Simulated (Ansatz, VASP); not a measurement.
**One calculation of TaN, two programs**

```
Ta N
1.0
     0.00000    2.12453    2.28795
     2.12453    0.00000    2.28795
     2.12453    2.12453    0.00000
Ta N
1 1
Cartesian
  2.1245 2.1245 2.2879
  0.0000 0.0000 0.0000
```

Change from the starting cell: strain -0.025 along x and y, +0.050 along z, atoms carried along.

Alike in both runs: task single point; functional PBEsol; k mesh 18 × 18 × 18; occupations gaussian, width 0.15 eV; no spin polarisation.

```csv
,VASP,Ansatz
version,VASP 6.6.1,Ansatz 0.2.0
potentials or method,"VASP PAW PBE potentials, release 64 (Ta_sv_GW, N), cutoff 600 eV","scalar-relativistic, plane waves, PAW"
valence electrons in the cell,18,18
```

Ansatz gave:

```
gap on the k mesh at the Fermi level (eV)                     : none
pressure (GPa)                                                : 10.2
traceless stress, the component that is largest in VASP (GPa) : -25.18
```

Which values does VASP return?

gap on the k mesh at the Fermi level (eV): none; pressure (GPa): 10.3; traceless stress, the component that is largest in VASP (GPa): -25.29.

VASP's potentials were made for PBE, not for PBEsol. A gap of «none» marks a metal or a gap that the smearing closes.

Spin-orbit coupling is off throughout.
